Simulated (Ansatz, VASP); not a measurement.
K4CuPb in VASP and in Ansatz

```
K Cu Pb
1.0
     0.00000    4.40854    4.40854
     4.40854    0.00000    4.40854
     4.40854    4.40854    0.00000
K Cu Pb
4 1 1
Direct
  0.87276 0.37575 0.37575
  0.37575 0.37575 0.37575
  0.37575 0.87276 0.37575
  0.37575 0.37575 0.87276
  0.00000 0.00000 0.00000
  0.75000 0.75000 0.75000
```

Change from the starting cell: species swapped into the ErCu4Ag type (F-43m, No. 216).

Alike in both runs: task single point; functional PBE; k mesh 4 × 4 × 4; occupations gaussian, width 0.1 eV; no spin polarisation.

|  | VASP | Ansatz |
| --- | --- | --- |
| version | VASP 6.6.1 | Ansatz 0.2.0 |
| potentials or method | VASP PAW PBE potentials, release 64 (K_sv, Cu, Pb_d), cutoff 520 eV | scalar-relativistic, plane waves, PAW |
| valence electrons in the cell | 61 | 69 |

VASP gave:

| Property | Result |
| --- | --- |
| gap on the k mesh at the Fermi level (eV) | none |
| pressure (GPa) | 5.5 |
| rms of the force components (eV/Å) | 0.102 |

Question: Which values does Ansatz return?

Answer: gap on the k mesh at the Fermi level (eV): none; pressure (GPa): 5.4; rms of the force components (eV/Å): 0.102.

Atom by atom the forces differ by 0.000 eV/Å (rms over components). A gap of «none» marks a metal or a gap that the smearing closes. VASP's potentials hold 61 valence electrons a cell and Ansatz's 69, so a difference there can come from the potentials and not from the codes.

Neither program's run includes spin-orbit coupling.
